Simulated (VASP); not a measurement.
# Ca2Si: single point with LDA

The system is Ca2Si.

```
Ca Si
1.0
     0.00000    3.54252    3.42014
     3.54252    0.00000    3.42014
     3.54252    3.54252    0.00000
Ca Si
2 1
Direct
  0.74225 0.74225 0.75775
  0.25775 0.25775 0.24225
  0.00000 0.00000 0.00000
```

This cell differs from its parent crystal: atoms displaced along a vibrational mode, the cell strained.

* Program: VASP 6.6.1
* Task: single point
* Functional: LDA
* Potentials or basis: VASP PAW LDA potentials, release 64 (Ca_sv, Si)
* Cutoff: 520 eV
* k mesh: 8 × 8 × 8
* Occupations: gaussian, width 0.05 eV
* Spin: no spin polarisation

```json
{
  "Pressure": "0.1 GPa",
  "Largest force": "0.342 eV/Å",
  "Band gap on the k mesh": "0.29 eV"
}
```

Forces on the atoms (eV/Å):
```
Ca   0.000  0.000  0.342
Ca   0.000  0.000 -0.342
Si   0.000  0.000  0.000
```

Stress tensor (GPa, compression positive):
```
-0.71 -0.43  0.00
-0.43 -0.71  0.00
 0.00  0.00  1.82
```

Levels at points of the mesh, in eV from the valence-band top:
| k point | band 8 | band 9 | band 10 | band 11 | band 12 | band 13 | band 14 | band 15 | band 16 | band 17 |
| --- | --- | --- | --- | --- | --- | --- | --- | --- | --- | --- |
| (0.00, 0.00, 0.00) | -21.29 | -6.79 | -0.69 | -0.60 | -0.53 | 1.58 | 1.60 | 1.86 | 4.77 | 4.85 |
| (0.50, 0.00, 0.00) | -21.37 | -6.00 | -2.10 | -0.27 | -0.10 | 2.27 | 2.32 | 2.59 | 2.92 | 3.49 |
| (0.00, 0.00, 0.50) | -21.37 | -6.02 | -2.07 | -0.31 | -0.18 | 2.16 | 2.29 | 2.78 | 2.89 | 3.57 |
| (0.50, 0.50, 0.00) | -21.25 | -5.76 | -2.04 | -0.20 | -0.13 | 0.38 | 1.38 | 2.53 | 3.75 | 3.76 |
| (0.50, 0.00, 0.50) | -21.25 | -5.79 | -2.19 | -0.05 | 0.00 | 0.29 | 1.59 | 2.38 | 3.80 | 3.88 |

Wall time 5.1 min on 1 thread of Oxide Virtual Turin-like Processor (shared host), peak memory 0.25 GiB.

Caveat: the cell differs from its parent crystal (atoms displaced along a vibrational mode, the cell strained). A k mesh can miss the band edges.
